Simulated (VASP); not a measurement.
# Ir: single point with PBEsol

Crystal: Ir.

```
CELL_PARAMETERS angstrom
0.00000 1.89680 1.89680
1.89680 0.00000 1.89680
1.89680 1.89680 0.00000
ATOMIC_POSITIONS crystal
Ir 0.00000 0.00000 0.00000
```

| Item | Value |
| --- | --- |
| Program | VASP 6.6.1 |
| Task | single point |
| Functional | PBEsol |
| Potentials or basis | VASP PAW PBE potentials, release 64 (Ir_sv_GW) |
| Cutoff | 500 eV |
| k mesh | 18 × 18 × 18 |
| Occupations | gaussian, width 0.1 eV |
| Spin | no spin polarisation |

The pressure is 8.6 GPa.

Levels at points of the mesh, in eV from the Fermi level:
```csv
k point,band 4,band 5,band 6,band 7,band 8,band 9,band 10,band 11,band 12,band 13
"(0.00, 0.00, 0.00)",-49.51,-11.60,-4.15,-4.15,-4.15,-1.28,-1.28,13.43,19.14,19.14
"(0.50, 0.00, 0.00)",-49.64,-8.55,-4.27,-4.27,-0.93,0.94,0.94,7.59,13.10,19.29
"(0.50, 0.50, 0.00)",-49.84,-8.40,-7.80,0.92,1.55,1.55,1.61,10.97,11.56,11.56
```

Run time: 17 s on 1 thread of Intel(R) Xeon(R) 6975P-C (Granite Rapids), on a shared host, peak memory 0.16 GiB.

Caveat: the PAW data sets were made with another functional, which shifts forces and pressure a little; spin-orbit coupling is left out, which moves the levels of the heavy elements.
